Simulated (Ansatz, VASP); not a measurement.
One calculation of BP, two programs

The input INCAR:

```
ALGO = Normal
EDIFF = 1E-7
ENCUT = 520
GGA = PS
ISIF = 2
ISMEAR = -1
LASPH = T
LCHARG = F
LREAL = F
LWAVE = F
NBANDS = 11
NELM = 100
PREC = Accurate
SIGMA = 0.05
```

File KPOINTS:

```
k-points
0
Gamma
  15 15 15
```

POSCAR

```
BP
1.0
    0.0000000000      1.8517211139      1.8517211139
    1.8517211139      0.0000000000      1.8517211139
    1.8517211139      1.8517211139      0.0000000000
B P
1 1
Direct
    0.0000000000      0.0000000000      0.0000000000
    0.2500000000      0.2500000000      0.2500000000
```

Input for Ansatz:

```yaml
crystal:
  lattice:
    - [0.0, 1.8517211139, 1.8517211139]
    - [1.8517211139, 0.0, 1.8517211139]
    - [1.8517211139, 1.8517211139, 0.0]
  atoms:
    - { symbol: B, position: [0.0, 0.0, 0.0] }
    - { symbol: P, position: [0.25, 0.25, 0.25] }
kpoints:
  mp_grid: { grid: [15, 15, 15] }
  band_path:
    path:
      - [0.0, 0.0, 0.0]
      - [-0.5, -0.5, 0.0]
      - [-0.375, -0.375, 0.25]
      - [-0.375, 0.0, 0.375]
      - [0.0, 0.0, 0.0]
      - [0.0, 0.0, 0.5]
      - [-0.5, -0.25, 0.25]
      - [-0.5, -0.5, 0.0]
    npoints: 8
scf:
  occupations: { method: fermi_dirac, width: 0.05 }
hamiltonian:
  xc: pbesol
  pseudopotentials: { kind: all_electron, lapw: { basis_error: 0.001 } }
output:
  forces: true
  stress: true
  eigenvalues: true
  populations: true
  dos: { projected: true, de: 0.2, e_range: [-14, 8] }
```

Change from the starting cell: volume scaled by 0.55, LAPW.

Alike in both runs: task single point; functional PBEsol; k mesh 15 × 15 × 15; occupations fermi-dirac, width 0.05 eV; no spin polarisation.

```csv
,VASP,Ansatz
version,VASP 6.6.1,Ansatz 0.2.0
potentials or method,"VASP PAW PBE potentials, release 64 (B, P), cutoff 520 eV","all-electron LAPW, scalar-relativistic"
```

VASP gave:

```
pressure (GPa) : 297.1
```

Q: Estimate Ansatz's values.

A: Pressure (GPa): 296.4.

VASP's potentials were made for PBE, not for PBEsol. Both programs put the cell under a high pressure, so it lies far from rest at this level. Ansatz ran all-electron here, and VASP with PAW potentials.

Noted on VASP's run: the cell as given lies far from equilibrium.
